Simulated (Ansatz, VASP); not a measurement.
# NiO: VASP beside Ansatz

File INCAR:

```
SYSTEM = NiO
ALGO = Normal ; EDIFF = 1E-6
ENCUT = 600 ; GGA = PS
GGA_COMPAT = .False. ; ISIF = 2
ISMEAR = 0 ; ISPIN = 2
LASPH = .True. ; LCHARG = .False.
LDAU = .True. ; LDAUJ = 0 0
LDAUL = 2 -1 ; LDAUPRINT = 1
LDAUTYPE = 2 ; LDAUU = 4 0
LMAXMIX = 4 ; LORBIT = 11
LREAL = .False. ; LWAVE = .False.
MAGMOM = 1.83 0.29 ; NBANDS = 23
NELM = 200 ; PREC = Accurate
SIGMA = 0.05
```

KPOINTS

```
k-points
0
Gamma
  8 8 8
  0 0 0
```

POSCAR

```
NiO
1.0
    0.0000000000      2.0913095100      2.0913095100
    2.0913095100      0.0000000000      2.0913095100
    2.0913095100      2.0913095100      0.0000000000
Ni O
1 1
Direct
    0.0000000000      0.0000000000      0.0000000000
    0.5000000000      0.5000000000      0.5000000000
```

Input for Ansatz:

```yaml
crystal:
  lattice:
    - [0.0, 2.09130951, 2.09130951]
    - [2.09130951, 0.0, 2.09130951]
    - [2.09130951, 2.09130951, 0.0]
  atoms:
    - { symbol: Ni, position: [0.0, 0.0, 0.0], spin: 2.0 }
    - { symbol: O, position: [0.5, 0.5, 0.5] }
basis:
  ecutwfc: 420
  ecutrho_ratio: 4
kpoints:
  mp_grid: { grid: [8, 8, 8] }
hamiltonian:
  xc: pbesol
  hubbard:
    sites:
      - { site: 0, l: d, u_eff: 4.0, starting_ns: [{ spin: up, occupation_matrix: s0up }, { spin: down, occupation_matrix: s0down }] }
    occupation_matrices:
      s0up:
        matrix:
          - [0.97, 0.0, 0.0, 0.0, 0.0]
          - [0.0, 0.97, 0.0, 0.0, 0.0]
          - [0.0, 0.0, 0.97, 0.0, 0.0]
          - [0.0, 0.0, 0.0, 0.97, 0.0]
          - [0.0, 0.0, 0.0, 0.0, 0.97]
      s0down:
        matrix:
          - [0.02, 0.0, 0.0, 0.0, 0.0]
          - [0.0, 0.97, 0.0, 0.0, 0.0]
          - [0.0, 0.0, 0.97, 0.0, 0.0]
          - [0.0, 0.0, 0.0, 0.02, 0.0]
          - [0.0, 0.0, 0.0, 0.0, 0.97]
    ns_hold: { iters: 10 }
scf:
  occupations: { method: gaussian, width: 0.05 }
  lower_state_search: "off"
  max_iter: 150
output:
  forces: true
  stress: true
  eigenvalues: true
  populations: true
  hubbard: { sites: [{ site: 0, l: d }] }
  write_density: true
  write_potential: true
  elf: true
  volumetric_format: npy
magnetization:
  spin_polarized: true
```

Alike in both runs: task single point; functional PBEsol; k mesh 8 × 8 × 8; occupations gaussian, width 0.05 eV; collinear spin; Hubbard terms Ni d U = 4.0 eV.

|  | VASP | Ansatz |
| --- | --- | --- |
| version | VASP 6.6.1 | Ansatz 0.2.0 |
| potentials or method | VASP PAW PBE potentials, release 64 (Ni_sv_GW, O), cutoff 600 eV | scalar-relativistic, plane waves, PAW |
| valence electrons in the cell | 24 | 24 |

Ansatz gave:

```
gap on the k mesh at the Fermi level (eV)                     : 1.01
least direct gap on the mesh (eV)                             : 1.92
pressure (GPa)                                                : 0.5
net moment per atom (μB)                                      : 1.00
size of the moment on the site where the two differ most (μB) : 1.67
```

Question: Which values does VASP return?

Answer: gap on the k mesh at the Fermi level (eV): 1.28; least direct gap on the mesh (eV): 2.23; pressure (GPa): -3.5; net moment per atom (μB): 1.00; size of the moment on the site where the two differ most (μB): 1.73.

VASP's potentials were made for PBE, not for PBEsol. Site moments also hang on the region over which each program counts them. The programs project onto different local orbitals, so the same U acts differently, and such runs can settle in different states.
